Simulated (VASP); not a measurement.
The system is B6Pd.

```
CELL_PARAMETERS angstrom
0.00000 2.98484 2.98484
2.98484 0.00000 2.98484
2.98484 2.98484 0.00000
ATOMIC_POSITIONS crystal
B 0.29617 0.70383 0.70383
B 0.70383 0.29617 0.29617
B 0.70383 0.29617 0.70383
B 0.29617 0.70383 0.29617
B 0.70383 0.70383 0.29617
B 0.29617 0.29617 0.70383
Pd 0.00000 0.00000 0.00000
```

The cell was built from a structure type or drawn by symmetry, and may not be a known phase.

| Quantity | Value |
| --- | --- |
| Program | VASP 6.6.1 |
| Task | relaxation of cell and atoms |
| Functional | PBE |
| Potentials or basis | VASP PAW PBE potentials, release 64 (B, Pd) |
| Cutoff | 600 eV |
| k mesh | 6 × 6 × 6 |
| Occupations | gaussian, width 0.1 eV |
| Spin | no spin polarisation |

At the start: pressure 107.7 GPa; volume 7.60 Å³/atom.

Task: Where does the relaxation end?

Result: Over 12 steps the energy falls by 1022.2 meV/atom and the volume is 10.74 Å³/atom (+41.4 %); space group Fm-3m (No. 225, to 0.1 Å) before and after.

Step by step:
```
step  energy change (eV)  largest force (eV/Å)  pressure (GPa)  volume (Å³)
   1              0.0000                7.1937          107.66        53.19
   2             -1.7217                8.2988           13.39       102.96
   3             -6.1349                4.1121           21.33        71.22
   4             -6.1636                3.9624           22.39        70.50
   5             -5.1051                1.7927          -24.44        93.62
   6             -7.0898                0.3165           -4.42        78.42
   7             -7.0964                0.4785           -3.04        77.84
   8             -7.0969                0.5383           -2.53        77.63
   9             -7.1511                0.2214            0.24        75.38
  10             -7.1532                0.1353            0.95        74.88
  11             -7.1538                0.1148           -0.73        75.44
  12             -7.1552                0.0028            0.03        75.19
```

Final structure:
```yaml
crystal:
  lattice:
    - [0.00000, 3.34993, 3.34993]
    - [3.34993, 0.00000, 3.34993]
    - [3.34993, 3.34993, 0.00000]
  atoms:
    - { symbol: B, position: [0.31624, 0.68376, 0.68376] }
    - { symbol: B, position: [0.68376, 0.31624, 0.31624] }
    - { symbol: B, position: [0.68376, 0.31624, 0.68376] }
    - { symbol: B, position: [0.31624, 0.68376, 0.31624] }
    - { symbol: B, position: [0.68376, 0.68376, 0.31624] }
    - { symbol: B, position: [0.31624, 0.31624, 0.68376] }
    - { symbol: Pd, position: [0.00000, 0.00000, 0.00000] }
```

Caveat: the volume moved by over 15 % at a fixed basis, so the end points are rough.
